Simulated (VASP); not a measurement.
A run of VASP 6.6.1 is set up as follows.

The input INCAR:

```
SYSTEM = O
PREC     = Accurate       ! precision mode
ENCUT    = 520            ! plane-wave cutoff, eV
EDIFF    = 1E-8           ! SCF threshold, eV
ISMEAR   = -1             ! smearing method
SIGMA    = 0.01           ! smearing width, eV
LREAL    = .FALSE.        ! projectors in reciprocal space
LASPH    = .TRUE.         ! aspherical terms in the spheres
NELM     = 100            ! most SCF steps
ALGO     = Normal         ! electronic algorithm
ISIF     = 2              ! what is computed and relaxed
LWAVE    = .FALSE.        ! write WAVECAR
LCHARG   = .FALSE.        ! write CHGCAR
GGA      = PE             ! functional
LEFG     = .TRUE.       
NBANDS   = 13             ! bands
```

File KPOINTS:

```
Automatic mesh
0
G
  11 11 8
  0 0 0
```

The input POSCAR:

```
O
1.0
    2.7015000000     -1.7145000000      0.0000000000
    2.7015000000      1.7145000000      0.0000000000
   -1.9649900000      0.0000000000      3.7479900000
O
2
Direct
    0.0640000000      0.0640000000      0.1530000000
    0.9360000000      0.9360000000      0.8470000000
```

Potentials or basis: VASP PAW PBE potentials, release 64 (O).

The run is started by

```console
$ cat potpaw_PBE.64/O/POTCAR > POTCAR
$ mpirun -np 1 vasp_std > vasp.out
```

Task: What does it give for the largest force?

Result: 7.999 eV/Å.

Task: Predict the pressure.

Result: 11.0 GPa.

Forces on the atoms (eV/Å):
```
O    0.408  0.000  7.989
O   -0.408  0.000 -7.989
```

Caveat: the standard files for N, O and F lose accuracy on very short bonds; spin is off for a triplet molecule; the stress differs along the axes, from -5 to 42 GPa; this functional lacks dispersion, which holds the molecules together, so the pressure and a relaxed volume are unreliable; without QUAD_EFG the Cq values of the log hold for a quadrupole moment of 1 mb, not for the nuclei; forces of over 1 eV/Å act on the atoms, so gaps and moduli don't describe the material at rest.
